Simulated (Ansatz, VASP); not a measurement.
ZrC in VASP and in Ansatz

```
CELL_PARAMETERS angstrom
0.00000 2.25620 2.35021
2.25620 0.00000 2.35021
2.25620 2.25620 0.00000
ATOMIC_POSITIONS crystal
Zr 0.50000 0.50000 0.50000
C 0.00000 0.00000 0.00000
```

Change from the starting cell: strain -0.040 along x and y, +0.000 along z, atoms carried along.

Alike in both runs: task single point; functional PBE; k mesh 18 × 18 × 18; occupations gaussian, width 0.15 eV; no spin polarisation.

```csv
,VASP,Ansatz
version,VASP 6.6.1,Ansatz 0.2.0
potentials or method,"VASP PAW PBE potentials, release 64 (Zr_sv, C), cutoff 520 eV","scalar-relativistic, plane waves, PAW"
valence electrons in the cell,16,16
```

|  | VASP | Ansatz | Ansatz less VASP |
| --- | --- | --- | --- |
| gap on the k mesh at the Fermi level (eV) | none | none | - |
| pressure (GPa) | 24.1 | 23.8 | -0.30 |
| traceless stress, the component that is largest in VASP (GPa) | -13.41 | -13.37 | +0.047 |

A gap of «none» marks a metal or a gap that the smearing closes.
